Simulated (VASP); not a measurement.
# Ca (Im-3m) in VASP: single point with B3LYP+D3(BJ)

Aim: the single point of Ca with B3LYP+D3(BJ).

Program: VASP 6.6.1. These are calculated values, not measurements. Logs are shortened: lines on timing, memory, paths and dates and some standing lists are left out, and cuts for length are marked.

## (1) The cell of the first run

The structure is cubic, space group Im-3m (No. 229). The conventional cell has a = 4.480 Å, b = 4.480 Å, c = 4.480 Å, α = 90.00°, β = 90.00°, γ = 90.00°. Within 5.1 Å of Ca (site symmetry m-3m) lie 14 Ca at 3.88 to 4.48 Å.

This isn't the form of Ca at room conditions, which is fcc.

## (2) Single point, B3LYP+D3(BJ)

The input, POSCAR:

```
Ca
1.0
   -2.2400000000      2.2400000000      2.2400000000
    2.2400000000     -2.2400000000      2.2400000000
    2.2400000000      2.2400000000     -2.2400000000
Ca
1
Direct
    0.0000000000      0.0000000000      0.0000000000
```

The input, INCAR.step1:

```
PREC = Accurate
ENCUT = 400
EDIFF = 1E-5
ISMEAR = -1
SIGMA = 0.025
LREAL = False
LASPH = True
NELM = 120
ALGO = Normal
ISIF = 2
LWAVE = True
LCHARG = False
NBANDS = 11
GGA = PE
GGA_COMPAT = False
```

The input, INCAR.step2:

```
PREC = Accurate
ENCUT = 400
EDIFF = 1E-6
ISMEAR = -1
SIGMA = 0.025
LREAL = False
LASPH = True
NELM = 120
ALGO = Normal
ISIF = 2
LWAVE = False
LCHARG = False
GGA = B3
LHFCALC = True
AEXX = 0.2
AGGAX = 0.72
AGGAC = 0.81
ALDAC = 0.19
PRECFOCK = Normal
IVDW = 12
NBANDS = 11
ISTART = 1
GGA_COMPAT = False
```

The input, KPOINTS:

```
Automatic mesh
0
Gamma
  5 5 5
```

Potentials or basis: VASP PAW PBE potentials, release 64 (Ca_sv).

Command:

```console
cat potpaw_PBE.64/Ca_sv/POTCAR > POTCAR
cp INCAR.step1 INCAR
mpirun -np 1 vasp_std > vasp.out
cp INCAR.step2 INCAR
mpirun -np 1 vasp_std > vasp.out
```

OUTCAR:

```text
PREC = Accurate
   ENCUT = 400
   EDIFF = 1E-6
   ISMEAR = -1
   LREAL = False
   LASPH = True
   NELM = 120
   ISIF = 2
   GGA = B3
   LHFCALC = True
   AEXX = 0.2
   PRECFOCK = Normal
   IVDW = 12
   ISTART = 1
 IVDW          = 12

 ion  position               nearest neighbor table
   1  0.000  0.000  0.000-

  LATTYP: Found a body centered cubic cell.
 ALAT       =     4.4800000000

  Lattice vectors:

 A1 = (  -2.2400000000,   2.2400000000,   2.2400000000)
 A2 = (   2.2400000000,  -2.2400000000,   2.2400000000)
 A3 = (   2.2400000000,   2.2400000000,  -2.2400000000)

Analysis of symmetry for initial positions (statically):
=====================================================================
 Subroutine PRICEL returns:
 Original cell was already a primitive cell.

 Routine SETGRP: Setting up the symmetry group for a
 body centered cubic supercell.

 Subroutine GETGRP returns: Found 48 space group operations
 (whereof 48 operations were pure point group operations)
 out of a pool of 48 trial point group operations.

The static configuration has the point symmetry O_h .

Analysis of symmetry for dynamics (positions and initial velocities):
=====================================================================
 Subroutine PRICEL returns:
 Original cell was already a primitive cell.

 Routine SETGRP: Setting up the symmetry group for a
 body centered cubic supercell.

 Subroutine GETGRP returns: Found 48 space group operations
 (whereof 48 operations were pure point group operations)
 out of a pool of 48 trial point group operations.

The dynamic configuration has the point symmetry O_h .

 Subroutine INISYM returns: Found 48 space group operations
 (whereof 48 operations are pure point group operations),
 and found     1 'primitive' translations

----------------------------------------------------------------------------------------

                                     Primitive cell

  volume of cell :      44.9577

  direct lattice vectors                    reciprocal lattice vectors
    -2.240000000  2.240000000  2.240000000     0.000000000  0.223214286  0.223214286
     2.240000000 -2.240000000  2.240000000     0.223214286  0.000000000  0.223214286
     2.240000000  2.240000000 -2.240000000     0.223214286  0.223214286  0.000000000

[... 77 lines left out ...]
   NELECT =      10.0000    total number of electrons
   NUPDOWN=      -1.0000    fix difference up-down
   EMIN   =  10.00;   EMAX   =-10.00  energy-range for DOS
   EFERMI =   0.00;   METHOD = LEGACY
   ISMEAR =    -1;   SIGMA  =   0.03  broadening in eV -4-tet -1-fermi 0-gaus
   EFERMI_NEDOS =   21; number of points for ismear=-14 and -15
   IALGO  =     38    algorithm
   IMIX   =      1    mixing-type and parameters
     AMIX     =   0.40;   BMIX     =  1.00
     AMIX_MAG =   1.60;   BMIX_MAG =  1.00
  volume/ion in A,a.u.               =      44.96       303.39
  Fermi-wavevector in a.u.,A,eV,Ry     =   0.991913  1.874443 13.386649  0.983891
  Thomas-Fermi vector in A             =   2.123688
   LORBIT       =      0    0 simple, 1 ext, 2 COOP (PROOUT), +10 PAW based schemes
   GGA     = B3    functional components
   LHFCALC =     T    Hartree Fock is set to
   PRECFOCK=normal    Normal, Fast or Accurate (Low or Medium for compatibility)
   ENCUT4O =  -1.0   cutoff for four orbital integrals eV
   NKREDX  =     1    reduce k-point grid by
   NKREDY  =     1    reduce k-point grid by
   NKREDZ  =     1    reduce k-point grid by
   AEXX    =    0.2000 exact exchange contribution
   HFSCREEN=    0.0000 screening length (either q_TF or 0.3 A-1)
   HFSCREENC=   0.0000 screening length for correlation (either q_TF or 0.3 A-1)
   ENCUTFOCK=  -1.0 apply spherical cutoff to Coloumb kernel
   IVDW    =    12    specifies the selected vdW correction
   LEPSILON=     F    determine dielectric tensor
   LRPA    =     F    only Hartree local field effects (RPA)
 non-spin polarized calculation
  energy-cutoff  :      400.00
  volume of cell :       44.96
 maximum number of plane-waves:       835
 NGX is ok and might be reduce to    28
  NGX = 20; NGY = 20; NGZ = 20

 number of electron       9.9999997 magnetization

 Free energy of the ion-electron system (eV)
  ---------------------------------------------------
  ext. energy  EPLUGINS =         0.00000000
  ---------------------------------------------------
  free energy    TOTEN  =        -1.18338739 eV

  energy without entropy =       -1.17727665  energy(sigma->0) =       -1.18033202

 E-fermi :   2.1157     XC(G=0):  -6.0633

 val. band max:        1.8162653039   @ k =  -0.4000   0.4000   0.4000
 cond. band min:       2.1330366336   @ k =   0.4000   0.2000  -0.0000
 fundamental gap:      0.3167713297
 Fermi energy:         2.1157081302

 k-point     1 :       0.0000    0.0000    0.0000
  band No.  band energies     occupation
      1     -43.4399      2.00000
      2     -23.2714      2.00000
      3     -23.2714      2.00000
      4     -23.2714      2.00000
      5      -2.8667      2.00000
      6       5.0829      0.00000
      7       5.0829      0.00000
      8       5.0829      0.00000
      9       6.1500      0.00000
     10       6.1500      0.00000
     11      12.7767      0.00000
[... 113 lines left out ...]
 k-point    10 :      -0.4000    0.4000    0.4000
  band No.  band energies     occupation
      1     -43.4214      2.00000
      2     -23.3547      2.00000
      3     -23.3472      2.00000
      4     -23.3472      2.00000
      5       1.8163      1.99999
      6       2.9104      0.00000
      7       5.5462      0.00000
      8       5.5462      0.00000
      9       5.6844      0.00000
     10       6.7589      0.00000
     11       8.1261      0.00000

------------------------ aborting loop because EDIFF is reached ----------------------------------------

 Edisp (eV)   -0.46696

 E8    (eV) :    -0.3460

  FORCE on cell =-STRESS in cart. coord.  units (eV):
  Direction    XX          YY          ZZ          XY          YZ          ZX
  --------------------------------------------------------------------------------------
  -------------------------------------------------------------------------------------
  Total      -0.60906    -0.60906    -0.60906     0.00000    -0.00000     0.00000
  in kB     -21.70548   -21.70548   -21.70548     0.00000    -0.00000     0.00000
  external pressure =      -21.71 kB  Pullay stress =        0.00 kB

 VOLUME and BASIS-vectors are now :
 -----------------------------------------------------------------------------
  energy-cutoff  :      400.00
  volume of cell :       44.96
      direct lattice vectors                 reciprocal lattice vectors
    -2.240000000  2.240000000  2.240000000     0.000000000  0.223214286  0.223214286
     2.240000000 -2.240000000  2.240000000     0.223214286  0.000000000  0.223214286
     2.240000000  2.240000000 -2.240000000     0.223214286  0.223214286  0.000000000

 POSITION                                       TOTAL-FORCE (eV/Angst)
 -----------------------------------------------------------------------------------
      0.00000      0.00000      0.00000         0.000000      0.000000      0.000000
 -----------------------------------------------------------------------------------
    total drift:                                0.000000      0.000000     -0.000000

  FREE ENERGIE OF THE ION-ELECTRON SYSTEM (eV)
  ---------------------------------------------------
  free  energy   TOTEN  =        -1.6503433355 eV

  energy  without entropy=       -1.6442325924  energy(sigma->0) =       -1.64728796
```

OUTCAR.step1:

```text
PREC = Accurate
   ENCUT = 400
   EDIFF = 1E-5
   ISMEAR = -1
   LREAL = False
[... 341 lines left out ...]

 POSITION                                       TOTAL-FORCE (eV/Angst)
 -----------------------------------------------------------------------------------
      0.00000      0.00000      0.00000        -0.000000      0.000000      0.000000
 -----------------------------------------------------------------------------------
    total drift:                               -0.000000     -0.000000      0.000000

  FREE ENERGIE OF THE ION-ELECTRON SYSTEM (eV)
  ---------------------------------------------------
  free  energy   TOTEN  =        -1.8991303696 eV

  energy  without entropy=       -1.8928392447  energy(sigma->0) =       -1.89598481
```

Run time: 5.3 min. Hardware: 1 thread of Intel Xeon 8259CL, shared host; peak memory 0.16 GiB.

Results:

```yaml
Free_energy: -1.6503 eV
Pressure: -2.2 GPa
Band_gap_on_the_k_mesh: zero (bands 5 and 6 overlap by 0.45 eV)
Dispersion_energy_per_atom: -0.467 eV
```

Caveat: the k points lie up to 0.40 Å⁻¹ apart; the PAW data sets were made with another functional, which shifts forces and pressure a little.

The gap in the log of VASP goes by the Fermi energy; the results here count the filled bands.